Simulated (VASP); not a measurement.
# BeTe (I-4m2) in VASP: further runs

BeTe is run at these levels: PBE; tasks: single point.

All numbers are computed with VASP 6.6.1; they aren't measurements. Logs are shortened: lines on timing, memory, paths and dates and some standing lists are left out, and cuts for length are marked.

### 1 The cell of the first run

Symmetry: I-4m2, No. 119, tetragonal system. The conventional cell has a = 4.000 Å, b = 4.000 Å, c = 5.601 Å, α = 90.00°, β = 90.00°, γ = 90.00°. Be (site symmetry -4m2) has 4 Te at 2.44 Å within 3.2 Å. Te (site symmetry -4m2) has 4 Be at 2.44 Å within 3.2 Å.

### 2 Single point, PBE (uniaxial z strain -1.0%)

File INCAR:

```
SYSTEM = BeTe
ALGO = Normal
EDIFF = 1E-6
ENCUT = 600
GGA = PE
GGA_COMPAT = .False.
ISIF = 2
ISMEAR = 0
LASPH = .True.
LCHARG = .True.
LELF = .True.
LREAL = .False.
LVHAR = .True.
LWAVE = .False.
NBANDS = 11
NELM = 120
PREC = Accurate
SIGMA = 0.01
```

File KPOINTS:

```
k-points
0
Gamma
  4 4 4
  0 0 0
```

File POSCAR:

```
BeTe
1.0
    0.0000000000      2.8286236255      2.8003373892
    2.8286236255      0.0000000000      2.8003373892
    2.8286236255      2.8286236255      0.0000000000
Be Te
1 1
Direct
    0.0000000000      0.0000000000      0.0000000000
    0.2500000000      0.2500000000      0.2500000000
```

Potentials or basis: VASP PAW PBE potentials, release 64 (Be, Te).

Run with:

```
> cat potpaw_PBE.64/Be/POTCAR potpaw_PBE.64/Te/POTCAR > POTCAR
> mpirun -np 1 vasp_std > vasp.out
```

OUTCAR:

```text
SYSTEM = BeTe
   EDIFF = 1E-6
   ENCUT = 600
   GGA = PE
   ISIF = 2
   ISMEAR = 0
   LASPH = .True.
   LREAL = .False.
   NELM = 120
   PREC = Accurate

 ion  position               nearest neighbor table
   1  0.000  0.000  0.000-   2 2.44   2 2.44   2 2.44   2 2.44
   2  0.250  0.250  0.250-   1 2.44   1 2.44   1 2.44   1 2.44

  LATTYP: Found a body centered tetragonal cell.
 ALAT       =     4.0002778940
 C/A-ratio  =     1.4000714267

  Lattice vectors:

 A1 = (   0.0000000000,  -2.8286236255,  -2.8003373892)
 A2 = (   0.0000000000,   2.8286236255,  -2.8003373892)
 A3 = (   2.8286236255,   0.0000000000,   2.8003373892)

Analysis of symmetry for initial positions (statically):
=====================================================================
 Subroutine PRICEL returns:
 Original cell was already a primitive cell.

 Routine SETGRP: Setting up the symmetry group for a
 body centered tetragonal supercell.

 Subroutine GETGRP returns: Found  8 space group operations
 (whereof  8 operations were pure point group operations)
 out of a pool of 16 trial point group operations.

The static configuration has the point symmetry D_2d.

Analysis of symmetry for dynamics (positions and initial velocities):
=====================================================================
 Subroutine PRICEL returns:
 Original cell was already a primitive cell.

 Routine SETGRP: Setting up the symmetry group for a
 body centered tetragonal supercell.

 Subroutine GETGRP returns: Found  8 space group operations
 (whereof  8 operations were pure point group operations)
 out of a pool of 16 trial point group operations.

The dynamic configuration has the point symmetry D_2d.

 Subroutine INISYM returns: Found  8 space group operations
 (whereof  8 operations are pure point group operations),
 and found     1 'primitive' translations

----------------------------------------------------------------------------------------

                                     Primitive cell

  volume of cell :      44.8116

  direct lattice vectors                    reciprocal lattice vectors
     0.000000000  2.828623626  2.800337389    -0.176764415  0.176764415  0.178549914
     2.828623626  0.000000000  2.800337389     0.176764415 -0.176764415  0.178549914
     2.828623626  2.828623626  0.000000000     0.176764415  0.176764415 -0.178549914

  length of vectors
     3.980326759  3.980326759  4.000277894     0.307199265  0.307199265  0.307199265

  position of ions in fractional coordinates (direct lattice)
     0.000000000  0.000000000  0.000000000
     0.250000000  0.250000000  0.250000000

  ion indices of the primitive-cell ions
   primitive index   ion index
                 1           1
                 2           2

----------------------------------------------------------------------------------------

 KPOINTS: k-points

Automatic generation of k-mesh.
 Grid dimensions read from file:
 generate k-points for:    4    4    4

 Generating k-lattice:

  Cartesian coordinates                     Fractional coordinates (reciprocal lattice)
    -0.044191104  0.044191104  0.044637478     0.250000000  0.000000000  0.000000000
     0.044191104 -0.044191104  0.044637478     0.000000000  0.250000000  0.000000000
     0.044191104  0.044191104 -0.044637478     0.000000000  0.000000000  0.250000000

  Length of vectors
     0.076799816  0.076799816  0.076799816

  Shift w.r.t. Gamma in fractional coordinates (k-lattice)
     0.000000000  0.000000000  0.000000000

 Subroutine IBZKPT returns following result:
 ===========================================

 Found     13 irreducible k-points:

 Following reciprocal coordinates:
            Coordinates               Weight
  0.000000  0.000000  0.000000      1.000000
  0.250000  0.000000  0.000000      8.000000
  0.500000  0.000000  0.000000      4.000000
  0.250000  0.250000  0.000000      2.000000
  0.500000  0.250000  0.000000      8.000000
 -0.250000  0.250000  0.000000      4.000000
  0.500000  0.500000  0.000000      1.000000
  0.250000  0.000000  0.250000      4.000000
  0.500000  0.000000  0.250000     16.000000
 -0.250000  0.000000  0.250000      8.000000
 -0.250000  0.500000  0.250000      4.000000
  0.500000  0.000000  0.500000      2.000000
 -0.250000  0.250000  0.500000      2.000000
   k-points           NKPTS =     13   k-points in BZ     NKDIM =     13   number of bands    NBANDS=     11
   number of dos      NEDOS =    301   number of ions     NIONS =      2
   total plane-waves  NPLWV =  32768
   dimension x,y,z NGX =    32 NGY =   32 NGZ =   32
   dimension x,y,z NGXF=    64 NGYF=   64 NGZF=   64
   ions per type =               1   1
   NGX,Y,Z   is equivalent  to a cutoff of  13.37, 13.37, 13.30 a.u.
   NGXF,Y,Z  is equivalent  to a cutoff of  26.73, 26.73, 26.60 a.u.
 SYSTEM =  BeTe
   PREC   = accura    normal or accurate (medium, high low for compatibility)
   ISTART =      0    job   : 0-new  1-cont  2-samecut
   ICHARG =      2    charge: 1-file 2-atom 10-const
   ISPIN  =      1    spin polarized calculation?
   LNONCOLLINEAR =      F non collinear calculations
   LSORBIT =      F    spin-orbit coupling
   LASPH  =      T    aspherical Exc in radial PAW
   ENCUT  =  600.0 eV  44.10 Ry    6.64 a.u.   7.95  7.95  7.99*2*pi/ulx,y,z
   NELM   =    120;   NELMIN=  2; NELMDL= -5     # of ELM steps
   EDIFF  = 0.1E-05   stopping-criterion for ELM
   LREAL  =      F    real-space projection
   EDIFFG = 0.1E-04   stopping-criterion for IOM
   NSW    =      0    number of steps for IOM
   IBRION =     -1    ionic relax: 0-MD 1-quasi-New 2-CG
   NFREE  =      0    steps in history (QN), initial steepest desc. (CG)
   ISIF   =      2    stress and relaxation
   ISYM   =      2    0-nonsym 1-usesym 2-fastsym
   POTIM  = 0.5000    time-step for ionic-motion
   TEBEG  =    0.0;   TEEND  =   0.0 temperature during run
   PSTRESS=    0.0 pullay stress
   NELECT =       8.0000    total number of electrons
   NUPDOWN=      -1.0000    fix difference up-down
   EMIN   =  10.00;   EMAX   =-10.00  energy-range for DOS
   EFERMI =   0.00;   METHOD = LEGACY
   ISMEAR =     0;   SIGMA  =   0.01  broadening in eV -4-tet -1-fermi 0-gaus
   EFERMI_NEDOS =   21; number of points for ismear=-14 and -15
   IALGO  =     38    algorithm
   IMIX   =      4    mixing-type and parameters
     AMIX     =   0.40;   BMIX     =  1.00
     AMIX_MAG =   1.60;   BMIX_MAG =  1.00
  volume/ion in A,a.u.               =      22.41       151.20
  Fermi-wavevector in a.u.,A,eV,Ry     =   0.921810  1.741968 11.561321  0.849733
  Thomas-Fermi vector in A             =   2.047267
   LORBIT       =      0    0 simple, 1 ext, 2 COOP (PROOUT), +10 PAW based schemes
   GGA     = PE    functional components
   LHFCALC =     F    Hartree Fock is set to
   AEXX    =    0.0000 exact exchange contribution
   IVDW    =     0    specifies the selected vdW correction
   LEPSILON=     F    determine dielectric tensor
   LRPA    =     F    only Hartree local field effects (RPA)
 non-spin polarized calculation
 Gauss-broadening in eV      SIGMA  =   0.01
  energy-cutoff  :      600.00
  volume of cell :       44.81
 maximum number of plane-waves:      1516
   NGX = 15   NGY = 15   NGZ = 15

 number of electron       8.0000000 magnetization

 Free energy of the ion-electron system (eV)
  ---------------------------------------------------
  ext. energy  EPLUGINS =         0.00000000
  ---------------------------------------------------
  free energy    TOTEN  =        -7.54364620 eV

  energy without entropy =       -7.54364620  energy(sigma->0) =       -7.54364620

 E-fermi :   5.1889     XC(G=0):  -9.0297

 val. band max:        5.1162207191   @ k =   0.0000   0.0000   0.0000
 cond. band min:       7.0082679749   @ k =   0.5000   0.5000   0.0000
 fundamental gap:      1.8920472559
 Fermi energy:         5.1889134168

 k-point     1 :       0.0000    0.0000    0.0000
  band No.  band energies     occupation
      1      -7.1923      2.00000
      2       5.0631      2.00000
      3       5.0631      2.00000
      4       5.1162      2.00000
      5       8.6674      0.00000
      6       8.6886      0.00000
      7       8.6886      0.00000
      8       8.8756      0.00000
      9      13.3876      0.00000
     10      15.2100      0.00000
     11      15.4027      0.00000

 k-point     2 :       0.2500    0.0000    0.0000
  band No.  band energies     occupation
      1      -6.6390      2.00000
      2       1.7691      2.00000
      3       4.3768      2.00000
      4       4.4403      2.00000
      5       8.3784      0.00000
      6       9.5453      0.00000
      7       9.5629      0.00000
      8      12.0918      0.00000
      9      14.0768      0.00000
     10      14.0824      0.00000
     11      14.1861      0.00000

 k-point     3 :       0.5000    0.0000    0.0000
  band No.  band energies     occupation
      1      -5.8528      2.00000
      2      -0.4454      2.00000
      3       3.9094      2.00000
      4       3.9932      2.00000
      5       8.1374      0.00000
      6       9.6293      0.00000
      7       9.6958      0.00000
      8      12.8952      0.00000
      9      15.9915      0.00000
     10      16.5314      0.00000
     11      16.6039      0.00000

 k-point     4 :       0.2500    0.2500    0.0000
  band No.  band energies     occupation
      1      -6.4400      2.00000
      2       2.2199      2.00000
      3       3.3708      2.00000
      4       3.3708      2.00000
      5       7.6418      0.00000
      6       9.4651      0.00000
      7      11.5091      0.00000
      8      11.5091      0.00000
      9      13.7749      0.00000
     10      15.9013      0.00000
     11      16.1957      0.00000

 k-point     5 :       0.5000    0.2500    0.0000
  band No.  band energies     occupation
      1      -5.6299      2.00000
      2       0.2472      2.00000
      3       2.1233      2.00000
      4       3.0237      2.00000
      5       7.9902      0.00000
      6      10.5288      0.00000
      7      11.6035      0.00000
      8      11.8889      0.00000
      9      15.4738      0.00000
     10      16.8377      0.00000
     11      17.4836      0.00000

 k-point     6 :      -0.2500    0.2500    0.0000
  band No.  band energies     occupation
      1      -5.9277      2.00000
      2       0.7536      2.00000
      3       1.9485      2.00000
      4       3.8319      2.00000
      5       8.7658      0.00000
      6      10.5938      0.00000
      7      11.2694      0.00000
      8      11.7207      0.00000
      9      13.4564      0.00000
     10      14.8620      0.00000
     11      17.4647      0.00000

 k-point     7 :       0.5000    0.5000    0.0000
  band No.  band energies     occupation
      1      -5.3365      2.00000
      2       0.0137      2.00000
      3       2.3984      2.00000
      4       2.3984      2.00000
      5       7.0083      0.00000
      6       7.6867      0.00000
      7      14.7648      0.00000
      8      14.7648      0.00000
      9      16.6440      0.00000
     10      18.0825      0.00000
     11      18.4638      0.00000

 k-point     8 :       0.2500    0.0000    0.2500
  band No.  band energies     occupation
      1      -6.4557      2.00000
      2       2.1706      2.00000
      3       3.4115      2.00000
      4       3.4338      2.00000
      5       7.6968      0.00000
      6       9.4694      0.00000
      7      11.4326      0.00000
      8      11.5724      0.00000
      9      13.6829      0.00000
     10      15.8158      0.00000
     11      16.3171      0.00000

 k-point     9 :       0.5000    0.0000    0.2500
  band No.  band energies     occupation
      1      -5.6480      2.00000
      2       0.2440      2.00000
      3       2.0874      2.00000
      4       3.0901      2.00000
      5       8.0614      0.00000
      6      10.6354      0.00000
      7      11.5517      0.00000
      8      11.9352      0.00000
      9      15.4020      0.00000
     10      16.8339      0.00000
     11      17.4148      0.00000

 k-point    10 :      -0.2500    0.0000    0.2500
  band No.  band energies     occupation
      1      -5.9229      2.00000
      2       0.7251      2.00000
      3       1.9070      2.00000
      4       3.9001      2.00000
      5       8.8503      0.00000
      6      10.5838      0.00000
      7      11.2125      0.00000
      8      11.6860      0.00000
      9      13.4943      0.00000
     10      14.9665      0.00000
     11      17.4249      0.00000

 k-point    11 :      -0.2500    0.5000    0.2500
  band No.  band energies     occupation
      1      -5.3236      2.00000
      2       0.5057      2.00000
      3       1.3992      2.00000
      4       1.8873      2.00000
      5      10.3150      0.00000
      6      10.5836      0.00000
      7      10.5890      0.00000
      8      11.1985      0.00000
      9      15.9933      0.00000
     10      16.8277      0.00000
     11      17.9285      0.00000

 k-point    12 :       0.5000    0.0000    0.5000
  band No.  band energies     occupation
      1      -5.3755      2.00000
      2      -0.0419      2.00000
      3       2.4580      2.00000
      4       2.4756      2.00000
      5       7.0761      0.00000
      6       7.7700      0.00000
      7      14.7263      0.00000
      8      14.7692      0.00000
      9      16.5702      0.00000
     10      18.0326      0.00000
     11      18.4601      0.00000

 k-point    13 :      -0.2500    0.2500    0.5000
  band No.  band energies     occupation
      1      -5.3401      2.00000
      2       0.4957      2.00000
      3       1.4036      2.00000
      4       1.8785      2.00000
      5      10.4330      0.00000
      6      10.6882      0.00000
      7      10.6953      0.00000
      8      11.3202      0.00000
      9      15.8394      0.00000
     10      16.6529      0.00000
     11      17.7903      0.00000

------------------------ aborting loop because EDIFF is reached ----------------------------------------

  FORCE on cell =-STRESS in cart. coord.  units (eV):
  Direction    XX          YY          ZZ          XY          YZ          ZX
  --------------------------------------------------------------------------------------
  -------------------------------------------------------------------------------------
  Total        0.3287918      0.3287918      0.4970420      0.0000000      0.0000000      0.0000000
  in kB       11.7554953     11.7554953     17.7710446      0.0000000      0.0000000      0.0000000
  external PRESSURE =      13.7606784 kB  Pullay stress =       0.0000000 kB

 VOLUME and BASIS-vectors are now :
 -----------------------------------------------------------------------------
  energy-cutoff  :      600.00
  volume of cell :       44.81
      direct lattice vectors                 reciprocal lattice vectors
     0.000000000  2.828623626  2.800337389    -0.176764415  0.176764415  0.178549914
     2.828623626  0.000000000  2.800337389     0.176764415 -0.176764415  0.178549914
     2.828623626  2.828623626  0.000000000     0.176764415  0.176764415 -0.178549914

 POSITION                                       TOTAL-FORCE (eV/Angst)
 -----------------------------------------------------------------------------------
      0.00000      0.00000      0.00000        -0.000000     -0.000000      0.000000
      1.41431      1.41431      1.40017         0.000000      0.000000     -0.000000
 -----------------------------------------------------------------------------------
    total drift:                                0.000000      0.000000      0.000000

  FREE ENERGIE OF THE ION-ELECTRON SYSTEM (eV)
  ---------------------------------------------------
  free  energy   TOTEN  =        -7.5436461976 eV

  energy  without entropy=       -7.5436461976  energy(sigma->0) =       -7.54364620
```

Wall time 8.6 s (1 thread of Intel Xeon Platinum 8488C (Sapphire Rapids), shared host); peak memory 0.17 GiB.

What came out:

* Free energy: -7.5436 eV
* Pressure: 1.4 GPa
* Band gap on the k mesh: 1.89 eV, indirect (least direct gap 3.55 eV)

Caveat: the k points lie up to 0.48 Å⁻¹ apart; the cell differs from its parent crystal (uniaxial z strain -1.0%); spin-orbit coupling is left out, which moves the levels of the heavy elements. A k mesh can miss the band edges.

### 3 Single point, PBE (uniaxial z strain +2.0%)

File INCAR:

```
  ALGO = Normal
  EDIFF = 1E-6
  ENCUT = 600
  GGA = PE
  GGA_COMPAT = False
  ISIF = 2
  ISMEAR = 0
  LASPH = True
  LCHARG = False
  LREAL = False
  LWAVE = False
  NBANDS = 11
  NELM = 120
  PREC = Accurate
  SIGMA = 0.01
```

File KPOINTS:

```
k-points
0
Gamma
  4 4 4
```

File POSCAR:

```
BeTe
1.0
    0.0000000000      2.8286236255      2.8851960980
    2.8286236255      0.0000000000      2.8851960980
    2.8286236255      2.8286236255      0.0000000000
Be Te
1 1
Direct
    0.0000000000      0.0000000000      0.0000000000
    0.2500000000      0.2500000000      0.2500000000
```

Potentials or basis: VASP PAW PBE potentials, release 64 (Be, Te).

Run with:

```
> cat potpaw_PBE.64/Be/POTCAR potpaw_PBE.64/Te/POTCAR > POTCAR
> mpirun -np 1 vasp_std > vasp.out
```

It took 6.9 s on 1 thread of Intel Xeon Platinum 8488C (Sapphire Rapids), shared host; peak memory 0.17 GiB.

The run converged. Its results:

| Quantity | Value |
| --- | --- |
| Free energy | -7.5461 eV |
| Pressure | -0.4 GPa |
| Band gap on the k mesh | 1.97 eV, indirect (least direct gap 3.54 eV) |

Stress tensor (GPa, compression positive):
```
 0.05  0.00  0.00
 0.00  0.05  0.00
 0.00  0.00 -1.17
```

Levels at points of the mesh, in eV from the valence-band top:
| k point | band 2 | band 3 | band 4 | band 5 | band 6 | band 7 |
| --- | --- | --- | --- | --- | --- | --- |
| (0.00, 0.00, 0.00) | -0.11 | 0.00 | 0.00 | 3.54 | 3.58 | 3.58 |
| (0.50, 0.00, 0.00) | -5.37 | -1.20 | -1.03 | 2.93 | 4.51 | 4.61 |
| (0.50, 0.50, 0.00) | -5.05 | -2.48 | -2.48 | 2.10 | 2.77 | 9.43 |
| (0.50, 0.00, 0.50) | -4.95 | -2.62 | -2.59 | 1.97 | 2.61 | 9.40 |

Caveat: the k points lie up to 0.48 Å⁻¹ apart; the cell differs from its parent crystal (uniaxial z strain +2.0%); spin-orbit coupling is left out, which moves the levels of the heavy elements. A k mesh can miss the band edges.

### 4 Single point, PBE (uniaxial z strain -3.0%)

File INCAR:

```
  PREC = Accurate
  ENCUT = 600
  EDIFF = 1E-6
  ISMEAR = -1
  SIGMA = 0.02
  LREAL = F
  LASPH = T
  NELM = 120
  ALGO = Normal
  ISIF = 2
  LWAVE = F
  LCHARG = F
  GGA = PE
  NBANDS = 11
  GGA_COMPAT = F
```

File KPOINTS:

```
regular mesh
0
Gamma
  8 8 8
```

File POSCAR:

```
BeTe
1.0
    0.0000000000      2.8286236255      2.7437649167
    2.8286236255      0.0000000000      2.7437649167
    2.8286236255      2.8286236255      0.0000000000
Be Te
1 1
Direct
    0.0000000000      0.0000000000      0.0000000000
    0.2500000000      0.2500000000      0.2500000000
```

Run with:

```
> cat potpaw_PBE.64/Be/POTCAR potpaw_PBE.64/Te/POTCAR > POTCAR
> mpirun -np 1 vasp_std > vasp.out
```

It took 19 s on 1 thread of Intel Xeon Platinum 8488C (Sapphire Rapids), shared host; peak memory 0.19 GiB.

It converged, with:

- Free energy: -7.6087 eV
- Pressure: 2.2 GPa
- Band gap on the k mesh: 1.69 eV, indirect (least direct gap 3.45 eV)

Stress tensor (GPa, compression positive):
```
1.61 0.00 0.00
0.00 1.61 0.00
0.00 0.00 3.38
```

Levels at points of the mesh, in eV from the valence-band top:
| k point | band 2 | band 3 | band 4 | band 5 | band 6 | band 7 |
| --- | --- | --- | --- | --- | --- | --- |
| (0.00, 0.00, 0.00) | -0.16 | -0.16 | 0.00 | 3.45 | 3.52 | 3.52 |
| (0.50, 0.00, 0.00) | -5.75 | -1.39 | -1.14 | 2.98 | 4.38 | 4.61 |
| (0.50, 0.50, 0.00) | -5.20 | -2.95 | -2.95 | 1.69 | 2.37 | 9.73 |
| (0.50, 0.00, 0.50) | -5.37 | -2.77 | -2.71 | 1.90 | 2.63 | 9.59 |

Caveat: the cell differs from its parent crystal (uniaxial z strain -3.0%); spin-orbit coupling is left out, which moves the levels of the heavy elements. A k mesh can miss the band edges.

### 5 Summary

```csv
cell,k mesh,smearing,gap on the mesh (eV),pressure (GPa)
"a = 3.980, b = 3.980, c = 4.000 Å, angles 59.8, 59.8, 60.3°, 2 atoms",4 × 4 × 4,gaussian 0.01 eV,1.89,1.4
"a = 4.040, b = 4.040, c = 4.000 Å, angles 60.3, 60.3, 59.3°, 2 atoms",4 × 4 × 4,gaussian 0.01 eV,1.97,-0.4
"a = 3.941, b = 3.941, c = 4.000 Å, angles 59.5, 59.5, 61.0°, 2 atoms",8 × 8 × 8,fermi-dirac 0.02 eV,1.69,2.2
```

Alike in all rows: task single point; level PBE; potentials or basis VASP PAW PBE potentials, release 64 (Be, Te); no spin polarisation; cutoff (eV) 600.

Caveats: some runs use coarse meshes; spin-orbit coupling is left out, which moves the levels of the heavy elements.

Total energies depend on the potentials used, so only differences within one code and one set of settings carry meaning.
